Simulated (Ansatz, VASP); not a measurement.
# Two plane-wave programs on LaRe

```
La Re
1.0
     3.58355    0.00000    0.00000
     0.00000    3.58355    0.00000
     0.00000    0.00000    3.58355
La Re
1 1
Direct
  0.00000 0.00000 0.00000
  0.50000 0.50000 0.50000
```

Alike in both runs: task single point; functional PBE; k mesh 10 × 10 × 10; occupations fermi-dirac, width 0.025 eV; no spin polarisation.

|  | VASP | Ansatz |
| --- | --- | --- |
| version | VASP 6.6.1 | Ansatz 0.2.0 |
| potentials or method | VASP PAW PBE potentials, release 64 (La, Re), cutoff 520 eV | scalar-relativistic, plane waves, PAW |
| valence electrons in the cell | 18 | 26 |

```csv
,VASP,Ansatz,Ansatz less VASP
pressure (GPa),0.0,0.0,+0.09
```

VASP's potentials hold 18 valence electrons a cell and Ansatz's 26, so a difference there can come from the potentials and not from the codes.

Spin-orbit coupling is off throughout.
